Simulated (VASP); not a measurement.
The system is CuO.

```
Cu O
1.0
     2.01457   -2.02204    0.00000
     2.01457    2.02204    0.00000
     0.00000    0.00000    5.04094
Cu O
2 2
Direct
  0.50000 0.00000 0.00000
  0.00000 0.50000 0.50000
  0.50000 0.50000 0.25000
  0.50000 0.50000 0.75000
```

Base run:

| Property | Result |
| --- | --- |
| Program | VASP 6.6.1 |
| Functional | LDA |
| Potentials or basis | VASP PAW LDA potentials, release 64 (Cu_sv_GW, O) |
| Cutoff | 700 eV |
| k mesh | 9 × 9 × 5 |
| Occupations | fermi-dirac, width 0.05 eV |
| Spin | no spin polarisation |

Its results: band gap on the k mesh zero (band 25 reaches 6.22 eV, above the bottom of band 26 at 5.21 eV); pressure -2.2 GPa.

The run is repeated on the same cell with these changes: potentials or basis from VASP PAW LDA potentials, release 64 (Cu_sv_GW, O) to VASP PAW LDA potentials, release 64 (Cu, O); cutoff from 700 eV to 520 eV; further incar settings from ALGO = Normal; EDIFF = 1e-06; NBANDS = 33 to ALGO = Normal; EDIFF = 1e-06; NBANDS = 25; valence electrons from 50 to 34. What comes out?

Band gap on the k mesh zero (band 17 reaches 6.28 eV, above the bottom of band 18 at 5.26 eV); pressure 1.1 GPa.

Caveats: semilocal functionals often make such compounds metallic where correlation or magnetic order opens a gap, which also shifts bond lengths.
